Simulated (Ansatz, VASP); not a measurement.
**ZnO: VASP beside Ansatz**

Contents of INCAR:

```
PREC     = Accurate       # precision mode
ENCUT    = 520            # plane-wave cutoff, eV
EDIFF    = 1E-6           # SCF threshold, eV
ISMEAR   = -1             # smearing method
SIGMA    = 0.02           # smearing width, eV
LREAL    = False          # projectors in reciprocal space
LASPH    = True           # aspherical terms in the spheres
NELM     = 100            # most SCF steps
ALGO     = Normal         # electronic algorithm
ISIF     = 2              # what is computed and relaxed
LWAVE    = False          # write WAVECAR
LCHARG   = False          # write CHGCAR
GGA      = PE             # functional
NBANDS   = 26             # bands
```

KPOINTS

```
regular mesh
0
Gamma
  12 12 6
```

File POSCAR:

```
ZnO
1.0
    3.2353408669      0.0000000000      0.0000000000
   -1.6176704335      2.8018873806      0.0000000000
    0.0000000000      0.0000000000      5.2109518316
Zn O
2 2
Direct
    0.3333333333      0.6666666667     -0.0023477533
    0.6666666667      0.3333333333      0.4976522467
    0.3333333333      0.6666666667      0.3773477533
    0.6666666667      0.3333333333      0.8773477533
```

Input for Ansatz:

```yaml
crystal:
  lattice:
    - [3.2353408669, 0.0, 0.0]
    - [-1.6176704335, 2.8018873806, 0.0]
    - [0.0, 0.0, 5.2109518316]
  atoms:
    - { symbol: Zn, position: [0.3333333333, 0.6666666667, -0.0023477533] }
    - { symbol: Zn, position: [0.6666666667, 0.3333333333, 0.4976522467] }
    - { symbol: O, position: [0.3333333333, 0.6666666667, 0.3773477533] }
    - { symbol: O, position: [0.6666666667, 0.3333333333, 0.8773477533] }
kpoints:
  mp_grid: { grid: [12, 12, 6] }
  band_path:
    path:
      - [0.0, 0.0, 0.0]
      - [0.5, 0.0, 0.0]
      - [0.3333333333, 0.3333333333, 0.0]
      - [0.0, 0.0, 0.5]
      - [0.5, 0.0, 0.5]
      - [0.3333333333, 0.3333333333, 0.5]
    npoints: 1
hamiltonian:
  xc: pbe
scf:
  occupations: { method: fermi_dirac, width: 0.02 }
  n_extra_bands: 5
output:
  forces: true
  stress: true
  eigenvalues: true
  write_density: true
  write_potential: true
  elf: true
  volumetric_format: npy
```

Alike in both runs: task single point; functional PBE; k mesh 12 × 12 × 6; occupations fermi-dirac, width 0.02 eV; no spin polarisation.

|  | VASP | Ansatz |
| --- | --- | --- |
| version | VASP 6.6.1 | Ansatz 0.2.0 |
| potentials or method | VASP PAW PBE potentials, release 64 (Zn, O) | plane waves, PAW |
| plane-wave cutoff (eV) | 520 | 420 |
| valence electrons in the cell | 36 | 36 |

|  | VASP | Ansatz | Ansatz less VASP |
| --- | --- | --- | --- |
| gap on the k mesh at the Fermi level (eV) | 0.79 | 0.81 | +0.015 |
| pressure (GPa) | 7.2 | 6.1 | -1.14 |
| traceless stress, the component that is largest in VASP (GPa) | 0.08 | 0.10 | +0.017 |

The functional is the same, so the differences come from potentials, cutoffs and numerics.
